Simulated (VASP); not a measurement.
# ReBiH4 (F-43m) in VASP: further runs

Runs on ReBiH4. Level: PBE. Tasks: relaxation of cell and atoms.

Program: VASP 6.6.1. These are calculated values, not measurements. Logs are shortened: lines on timing, memory, paths and dates and some standing lists are left out, and cuts for length are marked.

**1. The cell of the first run**

It takes space group F-43m (No. 216, cubic). The conventional cell has a = 6.400 Å, b = 6.400 Å, c = 6.400 Å, α = 90.00°, β = 90.00°, γ = 90.00°. Within 3.5 Å of Re (site symmetry -43m) lie 12 H at 2.65 Å and 4 Bi at 2.77 Å. Within 3.5 Å of Bi (site symmetry -43m) lie 12 H at 2.65 Å and 4 Re at 2.77 Å. Within 3.0 Å of H (site symmetry 3m) lie 6 H at 2.26 Å and 3 Re at 2.65 Å and 3 Bi at 2.65 Å.

**2. Relaxation of cell and atoms, PBE**

File INCAR:

```
PREC = Accurate
ENCUT = 600
EDIFF = 1E-6
ISMEAR = 0
SIGMA = 0.1
LREAL = F
LASPH = T
NELM = 80
ALGO = Normal
ISIF = 3
LWAVE = F
LCHARG = F
GGA = PE
IBRION = 2
NSW = 90
EDIFFG = -0.04
```

File KPOINTS:

```
regular mesh
0
Gamma
  6 6 6
```

File POSCAR:

```
ReBiH4
1.0
    0.0000000000      3.2000527993      3.2000527993
    3.2000527993      0.0000000000      3.2000527993
    3.2000527993      3.2000527993      0.0000000000
Re Bi H
1 1 4
Direct
    0.7500000000      0.7500000000      0.7500000000
    0.0000000000      0.0000000000      0.0000000000
    0.3750000000      0.8750000000      0.3750000000
    0.3750000000      0.3750000000      0.8750000000
    0.3750000000      0.3750000000      0.3750000000
    0.8750000000      0.3750000000      0.3750000000
```

Potentials or basis: VASP PAW PBE potentials, release 64 (Re, Bi_d, H).

Command:

```sh
$ cat potpaw_PBE.64/Re/POTCAR potpaw_PBE.64/Bi_d/POTCAR potpaw_PBE.64/H/POTCAR > POTCAR
$ mpirun -np 1 vasp_std > vasp.out
```

OUTCAR:

```text
PREC = Accurate
   ENCUT = 600
   EDIFF = 1E-6
   ISMEAR = 0
   LREAL = F
   LASPH = T
   NELM = 80
   ISIF = 3
   GGA = PE
   IBRION = 2
   NSW = 90
   EDIFFG = -0.04

 ion  position               nearest neighbor table
   1  0.750  0.750  0.750-   2 2.77   2 2.77   2 2.77   2 2.77
   2  0.000  0.000  0.000-   1 2.77   1 2.77   1 2.77   1 2.77
   3  0.375  0.875  0.375-
   4  0.375  0.375  0.875-
   5  0.375  0.375  0.375-
   6  0.875  0.375  0.375-

  LATTYP: Found a face centered cubic cell.
 ALAT       =     6.4001055986

  Lattice vectors:

 A1 = (   0.0000000000,   3.2000527993,   3.2000527993)
 A2 = (   3.2000527993,   0.0000000000,   3.2000527993)
 A3 = (   3.2000527993,   3.2000527993,   0.0000000000)

Analysis of symmetry for initial positions (statically):
=====================================================================
 Subroutine PRICEL returns:
 Original cell was already a primitive cell.

 Routine SETGRP: Setting up the symmetry group for a
 face centered cubic supercell.

 Subroutine GETGRP returns: Found 24 space group operations
 (whereof 24 operations were pure point group operations)
 out of a pool of 48 trial point group operations.

The static configuration has the point symmetry T_d .

Analysis of symmetry for dynamics (positions and initial velocities):
=====================================================================
 Subroutine PRICEL returns:
 Original cell was already a primitive cell.

 Routine SETGRP: Setting up the symmetry group for a
 face centered cubic supercell.

 Subroutine GETGRP returns: Found 24 space group operations
 (whereof 24 operations were pure point group operations)
 out of a pool of 48 trial point group operations.

The dynamic configuration has the point symmetry T_d .

 Subroutine INISYM returns: Found 24 space group operations
 (whereof 24 operations are pure point group operations),
 and found     1 'primitive' translations

----------------------------------------------------------------------------------------

                                     Primitive cell

  volume of cell :      65.5392

  direct lattice vectors                    reciprocal lattice vectors
     0.000000000  3.200052799  3.200052799    -0.156247422  0.156247422  0.156247422
     3.200052799  0.000000000  3.200052799     0.156247422 -0.156247422  0.156247422
     3.200052799  3.200052799  0.000000000     0.156247422  0.156247422 -0.156247422

  length of vectors
     4.525558069  4.525558069  4.525558069     0.270628473  0.270628473  0.270628473

  position of ions in fractional coordinates (direct lattice)
     0.750000000  0.750000000  0.750000000
     0.000000000  0.000000000  0.000000000
     0.375000000  0.875000000  0.375000000
     0.375000000  0.375000000  0.875000000
     0.375000000  0.375000000  0.375000000
     0.875000000  0.375000000  0.375000000

  ion indices of the primitive-cell ions
   primitive index   ion index
                 1           1
                 2           2
                 3           3
                 4           4
                 5           5
                 6           6

----------------------------------------------------------------------------------------

 KPOINTS: regular mesh

Automatic generation of k-mesh.
 Grid dimensions read from file:
 generate k-points for:    6    6    6

 Generating k-lattice:

  Cartesian coordinates                     Fractional coordinates (reciprocal lattice)
    -0.026041237  0.026041237  0.026041237     0.166666667  0.000000000  0.000000000
     0.026041237 -0.026041237  0.026041237     0.000000000  0.166666667  0.000000000
     0.026041237  0.026041237 -0.026041237     0.000000000  0.000000000  0.166666667

  Length of vectors
     0.045104746  0.045104746  0.045104746

  Shift w.r.t. Gamma in fractional coordinates (k-lattice)
     0.000000000  0.000000000  0.000000000

 Subroutine IBZKPT returns following result:
 ===========================================

 Found     16 irreducible k-points:

 Following reciprocal coordinates:
            Coordinates               Weight
  0.000000  0.000000  0.000000      1.000000
  0.166667  0.000000  0.000000      8.000000
  0.333333  0.000000  0.000000      8.000000
  0.500000  0.000000  0.000000      4.000000
  0.166667  0.166667  0.000000      6.000000
  0.333333  0.166667  0.000000     24.000000
[... 8 lines left out ...]
 -0.333333  0.333333  0.166667     24.000000
 -0.333333  0.500000  0.166667     12.000000
   k-points           NKPTS =     16   k-points in BZ     NKDIM =     16   number of bands    NBANDS=     17
   number of dos      NEDOS =    301   number of ions     NIONS =      6
   total plane-waves  NPLWV =  46656
   dimension x,y,z NGX =    36 NGY =   36 NGZ =   36
   dimension x,y,z NGXF=    72 NGYF=   72 NGZF=   72
   ions per type =               1   1   4
   NGX,Y,Z   is equivalent  to a cutoff of  13.22, 13.22, 13.22 a.u.
   NGXF,Y,Z  is equivalent  to a cutoff of  26.45, 26.45, 26.45 a.u.
 SYSTEM =  unknown system
   PREC   = accura    normal or accurate (medium, high low for compatibility)
   ISTART =      0    job   : 0-new  1-cont  2-samecut
   ICHARG =      2    charge: 1-file 2-atom 10-const
   ISPIN  =      1    spin polarized calculation?
   LNONCOLLINEAR =      F non collinear calculations
   LSORBIT =      F    spin-orbit coupling
   LASPH  =      T    aspherical Exc in radial PAW
   ENCUT  =  600.0 eV  44.10 Ry    6.64 a.u.   9.04  9.04  9.04*2*pi/ulx,y,z
   NELM   =     80;   NELMIN=  2; NELMDL= -5     # of ELM steps
   EDIFF  = 0.1E-05   stopping-criterion for ELM
   LREAL  =      F    real-space projection
   EDIFFG = -.4E-01   stopping-criterion for IOM
   NSW    =     90    number of steps for IOM
   IBRION =      2    ionic relax: 0-MD 1-quasi-New 2-CG
   NFREE  =      1    steps in history (QN), initial steepest desc. (CG)
   ISIF   =      3    stress and relaxation
   ISYM   =      2    0-nonsym 1-usesym 2-fastsym
   POTIM  = 0.5000    time-step for ionic-motion
   TEBEG  =    0.0;   TEEND  =   0.0 temperature during run
   PSTRESS=    0.0 pullay stress
   NELECT =      26.0000    total number of electrons
   NUPDOWN=      -1.0000    fix difference up-down
   EMIN   =  10.00;   EMAX   =-10.00  energy-range for DOS
   EFERMI =   0.00;   METHOD = LEGACY
   ISMEAR =     0;   SIGMA  =   0.10  broadening in eV -4-tet -1-fermi 0-gaus
   EFERMI_NEDOS =   21; number of points for ismear=-14 and -15
   IALGO  =     38    algorithm
   IMIX   =      4    mixing-type and parameters
     AMIX     =   0.40;   BMIX     =  1.00
     AMIX_MAG =   1.60;   BMIX_MAG =  1.00
  volume/ion in A,a.u.               =      10.92        73.71
  Fermi-wavevector in a.u.,A,eV,Ry     =   1.202907  2.273165 19.687437  1.446986
  Thomas-Fermi vector in A             =   2.338675
   LORBIT       =      0    0 simple, 1 ext, 2 COOP (PROOUT), +10 PAW based schemes
   GGA     = PE    functional components
   LHFCALC =     F    Hartree Fock is set to
   AEXX    =    0.0000 exact exchange contribution
   IVDW    =     0    specifies the selected vdW correction
   LEPSILON=     F    determine dielectric tensor
   LRPA    =     F    only Hartree local field effects (RPA)
 conjugate gradient relaxation of ions
 non-spin polarized calculation
 Gauss-broadening in eV      SIGMA  =   0.10
  energy-cutoff  :      600.00
  volume of cell :       65.54
 maximum number of plane-waves:      2202
   NGX = 19   NGY = 19   NGZ = 19

--------------------------------------- Ionic step        1  -------------------------------------------

 number of electron      26.0000006 magnetization

 Free energy of the ion-electron system (eV)
  ---------------------------------------------------
  ext. energy  EPLUGINS =         0.00000000
  ---------------------------------------------------
  free energy    TOTEN  =       -21.48746049 eV

  energy without entropy =      -21.47392460  energy(sigma->0) =      -21.48069255

------------------------ aborting loop because EDIFF is reached ----------------------------------------

  FORCE on cell =-STRESS in cart. coord.  units (eV):
  Direction    XX          YY          ZZ          XY          YZ          ZX
  --------------------------------------------------------------------------------------
  -------------------------------------------------------------------------------------
  Total       -3.1130867     -3.1130867     -3.1130867     -0.0000000      0.0000000     -0.0000000
  in kB      -76.1027536    -76.1027536    -76.1027536     -0.0000000      0.0000000     -0.0000000
  external PRESSURE =     -76.1027536 kB  Pullay stress =       0.0000000 kB
[... 101 lines left out ...]
  FREE ENERGIE OF THE ION-ELECTRON SYSTEM (eV)
  ---------------------------------------------------
  free  energy   TOTEN  =       -21.6102320683 eV

  energy  without entropy=      -21.6010150624  energy(sigma->0) =      -21.60562357

[... ionic steps 4 to 9 ...]

--------------------------------------- Ionic step       10  -------------------------------------------

 number of electron      25.9999997 magnetization

------------------------ aborting loop because EDIFF is reached ----------------------------------------

  FORCE on cell =-STRESS in cart. coord.  units (eV):
  Direction    XX          YY          ZZ          XY          YZ          ZX
  --------------------------------------------------------------------------------------
  -------------------------------------------------------------------------------------
  Total        0.4470306      0.4470306      0.4470306     -0.0000000     -0.0000000      0.0000000
  in kB       11.7843460     11.7843460     11.7843460     -0.0000000     -0.0000000      0.0000000
  external PRESSURE =      11.7843460 kB  Pullay stress =       0.0000000 kB
[... 65 lines left out ...]
  energy  without entropy=      -21.6907480367  energy(sigma->0) =      -21.69965943

--------------------------------------- Ionic step       12  -------------------------------------------

 number of electron      25.9999998 magnetization

 Free energy of the ion-electron system (eV)
  ---------------------------------------------------
  ext. energy  EPLUGINS =         0.00000000
  ---------------------------------------------------
  free energy    TOTEN  =       -21.72359123 eV

  energy without entropy =      -21.70570091  energy(sigma->0) =      -21.71464607

 E-fermi :   5.7183     XC(G=0): -11.0569

 val. band max:        5.6786485334   @ k =   0.3333   0.3333   0.0000
 cond. band min:       5.9425253095   @ k =   0.5000   0.1667   0.0000
 fundamental gap:      0.2638767762
 Fermi energy:         5.7182882936

 k-point     1 :       0.0000    0.0000    0.0000
  band No.  band energies     occupation
      1     -16.7422      2.00000
      2     -16.7422      2.00000
      3     -16.7422      2.00000
      4     -16.7069      2.00000
      5     -16.7069      2.00000
      6      -7.1915      2.00000
[... 9 lines left out ...]
     16      10.7234      0.00000
     17      10.7234      0.00000
[... 331 lines left out ...]
  FREE ENERGIE OF THE ION-ELECTRON SYSTEM (eV)
  ---------------------------------------------------
  free  energy   TOTEN  =       -21.7235912331 eV

  energy  without entropy=      -21.7057009072  energy(sigma->0) =      -21.71464607

 reached required accuracy - stopping structural energy minimisation
```

Run time: 97 s. Hardware: 1 thread of Intel Xeon 6975P-C (Granite Rapids), shared host; peak memory 0.22 GiB.

What came out:

```
Free energy                            : -21.7236 eV
Relaxed volume                         : 10.26 Å³/atom
Relaxed cell                           : a = 4.432 Å, b = 4.432 Å, c = 4.432 Å, α = 60.00°, β = 60.00°, γ = 60.00°
Space group after relaxing (to 0.05 Å) : F-43m (No. 216)
Energy gained by relaxing              : 39.4 meV/atom
Ionic steps                            : 12
Pressure after relaxing                : -0.3 GPa
Band gap on the k mesh                 : zero (band 13 reaches 6.95 eV, above the bottom of band 14 at 5.18 eV)
```

Step by step:
```tsv
step	energy change (eV)	largest force (eV/Å)	pressure (GPa)	volume (Å³)
1	0.0000	0.1370	-7.61	65.54
2	-0.1228	0.1365	0.19	60.74
3	-0.1228	0.1365	0.14	60.77
4	-0.1264	0.1329	0.13	60.77
5	-0.1366	0.1224	0.14	60.77
6	-0.1548	0.1045	0.19	60.77
7	-0.1849	0.0870	0.45	60.78
8	-0.2313	0.0417	1.12	60.78
9	0.2581	1.5013	6.57	60.78
10	-0.2327	0.0358	1.18	60.78
11	-0.2211	0.0386	-3.08	63.22
12	-0.2361	0.0360	-0.28	61.55
```

Final structure:
```xyz
6
Lattice="0.0000 3.1338 3.1338 3.1338 0.0000 3.1338 3.1338 3.1338 0.0000" Properties=species:S:1:pos:R:3 pbc="T T T"
Re    4.7007    4.7007    4.7007
Bi    0.0000    0.0000    0.0000
H     3.7243    2.5434    3.7243
H     3.7243    3.7243    2.5434
H     2.5434    2.5434    2.5434
H     2.5434    3.7243    3.7243
```

Levels at points of the mesh, in eV from the Fermi level:
```
           k point  band 11  band 12  band 13  band 14  band 15  band 16
(0.00, 0.00, 0.00)    -0.81    -0.81     1.13     1.13     1.13     5.01
(0.50, 0.00, 0.00)    -1.30    -0.90    -0.90     0.31     0.31     2.37
(0.50, 0.50, 0.00)    -1.13    -0.90    -0.90    -0.54     1.94     2.87
```

Caveat: spin-orbit coupling is left out, which moves the levels of the heavy elements.

[end of part 1 of 2]
